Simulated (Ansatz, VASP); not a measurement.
# One calculation of KF, two programs

The input INCAR:

```
PREC = Accurate
ENCUT = 520
EDIFF = 1E-6
ISMEAR = 0
SIGMA = 0.05
LREAL = False
LASPH = True
NELM = 100
ALGO = Normal
ISIF = 2
LWAVE = False
LCHARG = False
GGA = CA
NBANDS = 15
```

Contents of KPOINTS:

```
regular mesh
0
Gamma
  8 8 8
```

The input POSCAR:

```
KF
1.0
    3.2589550000      0.0000000000      0.0000000000
    0.0000000000      3.2589550000      0.0000000000
    0.0000000000      0.0000000000      3.3078393250
K F
1 1
Direct
    0.0000000000      0.0000000000      0.0000000000
    0.5000000000      0.5000000000      0.5000000000
```

Input for Ansatz:

```yaml
crystal:
  lattice:
    - [3.258955, 0.0, 0.0]
    - [0.0, 3.258955, 0.0]
    - [0.0, 0.0, 3.307839325]
  atoms:
    - { symbol: K, position: [0.0, 0.0, 0.0] }
    - { symbol: F, position: [0.5, 0.5, 0.5] }
basis:
  ecutwfc: 420
kpoints:
  mp_grid: { grid: [8, 8, 8] }
hamiltonian:
  xc: lda
scf:
  occupations: { method: gaussian, width: 0.05 }
output:
  forces: true
  stress: true
  eigenvalues: true
```

Change from the starting cell: strain +0.000 along x and y, +0.015 along z, atoms carried along.

Alike in both runs: task single point; functional LDA; k mesh 8 × 8 × 8; occupations gaussian, width 0.05 eV; no spin polarisation.

|  | VASP | Ansatz |
| --- | --- | --- |
| version | VASP 6.6.1 | Ansatz 0.2.0 |
| potentials or method | VASP PAW LDA potentials, release 64 (K_sv, F), cutoff 520 eV | scalar-relativistic, plane waves, PAW |
| valence electrons in the cell | 16 | 16 |

Ansatz gave:

* gap on the k mesh at the Fermi level (eV): 5.81
* least direct gap on the mesh (eV): 5.86
* pressure (GPa): -6.0
* traceless stress, the component that is largest in VASP (GPa): -0.81

Task: What did VASP give for the same quantities?

Result: gap on the k mesh at the Fermi level (eV): 5.79; least direct gap on the mesh (eV): 5.85; pressure (GPa): -6.0; traceless stress, the component that is largest in VASP (GPa): -0.81.

LDA's correlation is that of Perdew and Zunger in VASP and of Perdew and Wang (1992) in Ansatz.
